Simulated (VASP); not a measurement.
Write the native input for VASP 6.6.1 that does the following.

| Quantity | Value |
| --- | --- |
| Task | single point |
| Functional | PBE |
| Potentials or basis | VASP PAW PBE potentials, release 64 (La, O) |
| Cutoff | 520 eV |
| k mesh | 2 × 2 × 2 |
| Occupations | gaussian, width 0.05 eV |
| Spin | no spin polarisation |
| Dipole correction | no |
| Further INCAR settings | LREAL = Auto; ALGO = Normal; EDIFF = 1e-06; NBANDS = 92 |

The structure of La8O11 (a cell with a defect) lies in POSCAR:

```
La8O11
1.0
   -3.9307780000     -6.8083070000      0.0000000000
    5.8961670000     -3.4041530000      0.0000000000
    0.0000000000      0.0000000000      6.1119540000
La O
8 11
Direct
    0.5079683613      0.6650193014      0.8080026453
    0.4941047016      0.3286495940      0.2524524890
    0.2537626117      0.1673165790      0.7493583885
    0.2468072901      0.8353241464      0.2360930727
    0.0032926712      0.6632379577      0.7479164601
   -0.0013212759      0.3366821797      0.2451201367
    0.7491931449      0.1705860658      0.7543437009
    0.7558142842      0.8424061192      0.2538373162
    0.4984905362      0.3482003873      0.6392253607
    0.7694700778      0.4971631661     -0.0093716347
    0.2464442603      0.1633818507      0.3612988579
    0.2927221927      0.7936903678      0.5994168150
    0.4958164105      0.0258371648     -0.0039856321
   -0.0029673425      0.6694595040      0.3569500032
    0.0019424221      0.3324543267      0.6427890328
    0.2402831371      0.4863760930      0.0011137191
    0.7463495479      0.1732487196      0.3574285736
    0.7431237282      0.8298303630      0.6393279465
   -0.0018214817     -0.0064000630     -0.0113040772
```

These files were run (other wordings do the same):

INCAR

```
PREC = Accurate
ENCUT = 520
EDIFF = 1E-6
ISMEAR = 0
SIGMA = 0.05
LREAL = Auto
LASPH = T
NELM = 80
ALGO = Normal
ISIF = 2
LWAVE = F
LCHARG = F
GGA = PE
NBANDS = 92
```

KPOINTS

```
Automatic mesh
0
Gamma
  2 2 2
```

Potentials or basis: VASP PAW PBE potentials, release 64 (La, O).

The run is started by

```bash
$ cat potpaw_PBE.64/La/POTCAR potpaw_PBE.64/O/POTCAR > POTCAR
$ mpirun -np 1 vasp_std > vasp.out
```

Results of the run:

```json
{"Pressure": "1.4 GPa", "Largest force": "1.084 eV/Å", "Band gap on the k mesh": "0.12 eV"}
```

Caveat: the k points lie up to 0.51 Å⁻¹ apart; spin-orbit coupling is left out, which moves the levels of the heavy elements.

It took 11 min on 1 thread of Intel(R) Xeon(R) Platinum 8488C (Sapphire Rapids), with other jobs on the host, peak memory 0.47 GiB.
